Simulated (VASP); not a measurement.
# BaS in VASP: notebook

Aim: see how the results for BaS move with the level of theory and the settings. Levels: HSE06, PBE. Tasks: single point.

Everything below comes from runs of VASP 6.6.1. Logs are shortened: lines on timing, memory, paths and dates and some standing lists are left out, and cuts for length are marked.

## (1) The cell of the first run

The structure is tetragonal, space group I4/mmm (No. 139). The conventional cell has a = 4.441 Å, b = 4.441 Å, c = 6.477 Å, α = 90.00°, β = 90.00°, γ = 90.00°. Within 4.1 Å of Ba (site symmetry 4/mmm) lie 6 S at 3.14 to 3.24 Å. Within 4.1 Å of S (site symmetry 4/mmm) lie 6 Ba at 3.14 to 3.24 Å.

## (2) Single point, HSE06 (epitaxial xy strain -2.2%)

Input file POSCAR:

```
BaS
1.0
    0.0000000000      3.1404940055      3.2383429285
    3.1404940055      0.0000000000      3.2383429285
    3.1404940055      3.1404940055      0.0000000000
Ba S
1 1
Direct
    0.0000000000      0.0000000000      0.0000000000
    0.5000000000      0.5000000000      0.5000000000
```

Input file INCAR.step1:

```
PREC = Accurate
ENCUT = 520
EDIFF = 1E-5
ISMEAR = 0
SIGMA = 0.01
LREAL = F
LASPH = T
NELM = 100
ALGO = Normal
ISIF = 2
LWAVE = T
NBANDS = 15
GGA = PE
```

Input file INCAR.step2:

```
PREC = Accurate
ENCUT = 520
EDIFF = 1E-6
ISMEAR = 0
SIGMA = 0.01
LREAL = F
LASPH = T
NELM = 100
ALGO = Normal
ISIF = 2
LWAVE = F
LCHARG = T
GGA = PE
LHFCALC = T
HFSCREEN = 0.2079
PRECFOCK = Normal
LELF = T
LVHAR = T
NBANDS = 15
ISTART = 1
```

Input file KPOINTS:

```
Automatic mesh
0
Gamma
  6 6 6
```

Potentials or basis: VASP PAW PBE potentials, release 64 (Ba_sv, S).

Launch:

```sh
> cat potpaw_PBE.64/Ba_sv/POTCAR potpaw_PBE.64/S/POTCAR > POTCAR
> cp INCAR.step1 INCAR
> mpirun -np 1 vasp_std > vasp.out
> cp INCAR.step2 INCAR
> mpirun -np 1 vasp_std > vasp.out
```

OUTCAR:

```text
PREC = Accurate
   ENCUT = 520
   EDIFF = 1E-6
   ISMEAR = 0
   LREAL = F
   LASPH = T
   NELM = 100
   ISIF = 2
   GGA = PE
   LHFCALC = T
   HFSCREEN = 0.2079
   PRECFOCK = Normal
   ISTART = 1

 ion  position               nearest neighbor table
   1  0.000  0.000  0.000-   2 3.14   2 3.14   2 3.14   2 3.14   2 3.24   2 3.24
   2  0.500  0.500  0.500-   1 3.14   1 3.14   1 3.14   1 3.14   1 3.24   1 3.24

  LATTYP: Found a body centered tetragonal cell.
 ALAT       =     4.4413292151
 C/A-ratio  =     1.4582764626

  Lattice vectors:

 A1 = (  -3.1404940055,   0.0000000000,   3.2383429285)
 A2 = (   3.1404940055,   0.0000000000,   3.2383429285)
 A3 = (   0.0000000000,   3.1404940055,  -3.2383429285)

Analysis of symmetry for initial positions (statically):
=====================================================================
 Subroutine PRICEL returns:
 Original cell was already a primitive cell.

 Routine SETGRP: Setting up the symmetry group for a
 body centered tetragonal supercell.

 Subroutine GETGRP returns: Found 16 space group operations
 (whereof 16 operations were pure point group operations)
 out of a pool of 16 trial point group operations.

The static configuration has the point symmetry D_4h.

Analysis of symmetry for dynamics (positions and initial velocities):
=====================================================================
 Subroutine PRICEL returns:
 Original cell was already a primitive cell.

 Routine SETGRP: Setting up the symmetry group for a
 body centered tetragonal supercell.

 Subroutine GETGRP returns: Found 16 space group operations
 (whereof 16 operations were pure point group operations)
 out of a pool of 16 trial point group operations.

The dynamic configuration has the point symmetry D_4h.

 Subroutine INISYM returns: Found 16 space group operations
 (whereof 16 operations are pure point group operations),
 and found     1 'primitive' translations

----------------------------------------------------------------------------------------

                                     Primitive cell

  volume of cell :      63.8776

  direct lattice vectors                    reciprocal lattice vectors
     0.000000000  3.140494005  3.238342928    -0.159210621  0.159210621  0.154399954
     3.140494005  0.000000000  3.238342928     0.159210621 -0.159210621  0.154399954
     3.140494005  3.140494005  0.000000000     0.159210621  0.159210621 -0.154399954

  length of vectors
     4.511049492  4.511049492  4.441329215     0.273011702  0.273011702  0.273011702

  position of ions in fractional coordinates (direct lattice)
     0.000000000  0.000000000  0.000000000
     0.500000000  0.500000000  0.500000000

  ion indices of the primitive-cell ions
   primitive index   ion index
                 1           1
                 2           2

----------------------------------------------------------------------------------------

 KPOINTS: Automatic mesh

Automatic generation of k-mesh.
 Grid dimensions read from file:
 generate k-points for:    6    6    6

 Generating k-lattice:

  Cartesian coordinates                     Fractional coordinates (reciprocal lattice)
    -0.026535103  0.026535103  0.025733326     0.166666667  0.000000000  0.000000000
     0.026535103 -0.026535103  0.025733326     0.000000000  0.166666667  0.000000000
     0.026535103  0.026535103 -0.025733326     0.000000000  0.000000000  0.166666667

  Length of vectors
     0.045501950  0.045501950  0.045501950

  Shift w.r.t. Gamma in fractional coordinates (k-lattice)
     0.000000000  0.000000000  0.000000000

 Subroutine IBZKPT returns following result:
 ===========================================

 Found     30 irreducible k-points:

 Following reciprocal coordinates:
            Coordinates               Weight
  0.000000  0.000000  0.000000      1.000000
  0.166667  0.000000  0.000000      8.000000
  0.333333  0.000000  0.000000      8.000000
  0.500000 -0.000000  0.000000      4.000000
  0.166667  0.166667  0.000000      2.000000
  0.333333  0.166667  0.000000      8.000000
[... 16 lines left out ...]
  0.333333  0.000000  0.333333      4.000000
  0.500000 -0.000000  0.333333     16.000000
 [... further k-points ...]
   k-points           NKPTS =     30   k-points in BZ     NKDIM =    216   number of bands    NBANDS=     15
   number of dos      NEDOS =    301   number of ions     NIONS =      2
   total plane-waves  NPLWV =  46656
   dimension x,y,z NGX =    36 NGY =   36 NGZ =   36
   dimension x,y,z NGXF=    72 NGYF=   72 NGZF=   72
   ions per type =               1   1
   NGX,Y,Z   is equivalent  to a cutoff of  13.27, 13.27, 13.48 a.u.
   NGXF,Y,Z  is equivalent  to a cutoff of  26.53, 26.53, 26.95 a.u.
 SYSTEM =  unknown system
   PREC   = accura    normal or accurate (medium, high low for compatibility)
   ISTART =      1    job   : 0-new  1-cont  2-samecut
   ICHARG =      0    charge: 1-file 2-atom 10-const
   ISPIN  =      1    spin polarized calculation?
   LNONCOLLINEAR =      F non collinear calculations
   LSORBIT =      F    spin-orbit coupling
   LASPH  =      T    aspherical Exc in radial PAW
   ENCUT  =  520.0 eV  38.22 Ry    6.18 a.u.   8.39  8.39  8.26*2*pi/ulx,y,z
   NELM   =    100;   NELMIN=  2; NELMDL=  0     # of ELM steps
   EDIFF  = 0.1E-05   stopping-criterion for ELM
   LREAL  =      F    real-space projection
   EDIFFG = 0.1E-04   stopping-criterion for IOM
   NSW    =      0    number of steps for IOM
   IBRION =     -1    ionic relax: 0-MD 1-quasi-New 2-CG
   NFREE  =      0    steps in history (QN), initial steepest desc. (CG)
   ISIF   =      2    stress and relaxation
   ISYM   =      3    0-nonsym 1-usesym 2-fastsym
   POTIM  = 0.5000    time-step for ionic-motion
   TEBEG  =    0.0;   TEEND  =   0.0 temperature during run
   PSTRESS=    0.0 pullay stress
   NELECT =      16.0000    total number of electrons
   NUPDOWN=      -1.0000    fix difference up-down
   EMIN   =  10.00;   EMAX   =-10.00  energy-range for DOS
   EFERMI =   0.00;   METHOD = LEGACY
   ISMEAR =     0;   SIGMA  =   0.01  broadening in eV -4-tet -1-fermi 0-gaus
   EFERMI_NEDOS =   21; number of points for ismear=-14 and -15
   IALGO  =     38    algorithm
   IMIX   =      1    mixing-type and parameters
     AMIX     =   0.40;   BMIX     =  1.00
     AMIX_MAG =   1.60;   BMIX_MAG =  1.00
  volume/ion in A,a.u.               =      31.94       215.53
  Fermi-wavevector in a.u.,A,eV,Ry     =   1.031966  1.950132 14.489566  1.064953
  Thomas-Fermi vector in A             =   2.166140
   LORBIT       =      0    0 simple, 1 ext, 2 COOP (PROOUT), +10 PAW based schemes
   GGA     = PE    functional components
   LHFCALC =     T    Hartree Fock is set to
   PRECFOCK=normal    Normal, Fast or Accurate (Low or Medium for compatibility)
   ENCUT4O =  -1.0   cutoff for four orbital integrals eV
   NKREDX  =     1    reduce k-point grid by
   NKREDY  =     1    reduce k-point grid by
   NKREDZ  =     1    reduce k-point grid by
   AEXX    =    0.2500 exact exchange contribution
   HFSCREEN=    0.2079 screening length (either q_TF or 0.3 A-1)
   HFSCREENC=   0.2079 screening length for correlation (either q_TF or 0.3 A-1)
   ENCUTFOCK=  -1.0 apply spherical cutoff to Coloumb kernel
   IVDW    =     0    specifies the selected vdW correction
   LEPSILON=     F    determine dielectric tensor
   LRPA    =     F    only Hartree local field effects (RPA)
 non-spin polarized calculation
 Gauss-broadening in eV      SIGMA  =   0.01
  energy-cutoff  :      520.00
  volume of cell :       63.88
 maximum number of plane-waves:      1745
 NGX is ok and might be reduce to    36
  NGX = 28; NGY = 28; NGZ = 28

 number of electron      15.9999999 magnetization

 Free energy of the ion-electron system (eV)
  ---------------------------------------------------
  ext. energy  EPLUGINS =         0.00000000
  ---------------------------------------------------
  free energy    TOTEN  =       -11.51997554 eV

  energy without entropy =      -11.51997554  energy(sigma->0) =      -11.51997554

 E-fermi :   0.9771     XC(G=0):  -7.2682

 val. band max:        0.9316266112   @ k =   0.0000   0.0000   0.0000
 cond. band min:       3.8763640363   @ k =   0.5000   0.0000   0.5000
 fundamental gap:      2.9447374251
 Fermi energy:         0.9771043313

 k-point     1 :       0.0000    0.0000    0.0000
  band No.  band energies     occupation
      1     -26.8457      2.00000
      2     -10.8460      2.00000
      3     -10.8460      2.00000
      4     -10.8355      2.00000
      5     -10.5750      2.00000
      6       0.8352      2.00000
      7       0.9316      2.00000
      8       0.9316      2.00000
      9       5.5325      0.00000
     10       5.6650      0.00000
     11       5.8976      0.00000
     12       5.8976      0.00000
     13       6.7589      0.00000
     14       6.8810      0.00000
     15      10.7027      0.00000

 k-point     2 :       0.1667    0.0000    0.0000
  band No.  band energies     occupation
      1     -26.8318      2.00000
      2     -11.5539      2.00000
      3     -10.8517      2.00000
      4     -10.8499      2.00000
      5      -9.8309      2.00000
      6       0.2128      2.00000
      7       0.5131      2.00000
      8       0.5452      2.00000
      9       5.8343      0.00000
     10       6.2133      0.00000
     11       6.3242      0.00000
     12       6.5325      0.00000
     13       7.5954      0.00000
     14       7.7542      0.00000
     15      11.8480      0.00000

 k-point     3 :       0.3333    0.0000    0.0000
  band No.  band energies     occupation
      1     -26.8037      2.00000
      2     -12.1475      2.00000
      3     -10.8784      2.00000
      4     -10.8575      2.00000
      5      -9.1629      2.00000
      6      -0.8002      2.00000
      7      -0.0643      2.00000
      8      -0.0530      2.00000
      9       6.4204      0.00000
     10       7.4417      0.00000
     11       7.4736      0.00000
     12       8.0844      0.00000
     13       9.4476      0.00000
     14       9.7367      0.00000
     15      12.6745      0.00000

 k-point     4 :       0.5000   -0.0000    0.0000
  band No.  band energies     occupation
      1     -26.7895      2.00000
      2     -12.3639      2.00000
      3     -10.8916      2.00000
      4     -10.8611      2.00000
      5      -8.9047      2.00000
      6      -1.2222      2.00000
      7      -0.3186      2.00000
      8      -0.2885      2.00000
      9       7.6104      0.00000
     10       7.6770      0.00000
     11       8.5023      0.00000
     12       8.5829      0.00000
     13      11.0087      0.00000
     14      11.1417      0.00000
     15      11.1605      0.00000
[... 307 lines left out ...]
 k-point    22 :      -0.3333    0.5000    0.1667
  band No.  band energies     occupation
      1     -26.7760      2.00000
      2     -11.5827      2.00000
      3     -11.3143      2.00000
      4     -11.1467      2.00000
      5      -9.7488      2.00000
      6      -0.1149      2.00000
      7       0.2193      2.00000
      8       0.5381      2.00000
      9       5.1068      0.00000
     10       7.7103      0.00000
     11       8.3532      0.00000
     12       9.1045      0.00000
     13       9.8191      0.00000
     14      10.6958      0.00000
     15      12.0684      0.00000

 k-point    23 :       0.3333    0.0000    0.3333
  band No.  band energies     occupation
      1     -26.7891      2.00000
      2     -11.7426      2.00000
      3     -11.0411      2.00000
      4     -10.9953      2.00000
      5      -9.8367      2.00000
      6      -0.3450      2.00000
      7       0.6357      2.00000
      8       0.7475      2.00000
      9       4.2337      0.00000
     10       7.1932      0.00000
     11       7.7626      0.00000
     12       8.9862      0.00000
     13       9.0371      0.00000
     14      11.3608      0.00000
     15      12.1396      0.00000

 k-point    24 :       0.5000   -0.0000    0.3333
  band No.  band energies     occupation
      1     -26.7755      2.00000
      2     -11.7147      2.00000
      3     -11.1805      2.00000
      4     -11.0261      2.00000
      5      -9.8915      2.00000
      6       0.0463      2.00000
      7       0.3265      2.00000
      8       0.4617      2.00000
      9       4.5634      0.00000
     10       8.2062      0.00000
     11       8.6985      0.00000
     12       9.0809      0.00000
     13       9.4332      0.00000
     14      10.3343      0.00000
     15      11.3866      0.00000

 [... further k-points ...]
[... 5 lines left out ...]
  --------------------------------------------------------------------------------------
  -------------------------------------------------------------------------------------
  Total        1.2148281      1.2148281      0.0768174      0.0000000     -0.0000000     -0.0000000
  in kB       30.4702926     30.4702926      1.9267334      0.0000000     -0.0000000     -0.0000000
  external PRESSURE =      20.9557729 kB  Pullay stress =       0.0000000 kB

 VOLUME and BASIS-vectors are now :
 -----------------------------------------------------------------------------
  energy-cutoff  :      520.00
  volume of cell :       63.88
      direct lattice vectors                 reciprocal lattice vectors
     0.000000000  3.140494005  3.238342928    -0.159210621  0.159210621  0.154399954
     3.140494005  0.000000000  3.238342928     0.159210621 -0.159210621  0.154399954
     3.140494005  3.140494005  0.000000000     0.159210621  0.159210621 -0.154399954

 POSITION                                       TOTAL-FORCE (eV/Angst)
 -----------------------------------------------------------------------------------
      0.00000      0.00000      0.00000         0.000000      0.000000      0.000000
      3.14049      3.14049      3.23834         0.000000      0.000000     -0.000000
 -----------------------------------------------------------------------------------
    total drift:                               -0.000000      0.000000      0.000001

  FREE ENERGIE OF THE ION-ELECTRON SYSTEM (eV)
  ---------------------------------------------------
  free  energy   TOTEN  =       -11.5199755446 eV

  energy  without entropy=      -11.5199755446  energy(sigma->0) =      -11.51997554
```

Wall time 65 min (1 thread of Intel Xeon 6975P-C (Granite Rapids), shared host); peak memory 0.35 GiB.

What came out:

* Free energy: -11.5200 eV
* Pressure: 2.1 GPa
* Band gap on the k mesh: 2.94 eV, indirect (least direct gap 3.08 eV)

Stress tensor (GPa, compression positive):
```
3.05 0.00 0.00
0.00 3.05 0.00
0.00 0.00 0.19
```

Caveat: the cell differs from its parent crystal (epitaxial xy strain -2.2%); the PAW data sets were made with another functional, which shifts forces and pressure a little; spin-orbit coupling is left out, which moves the levels of the heavy elements. A k mesh can miss the band edges.

(Part 1 of 2 ends here.)
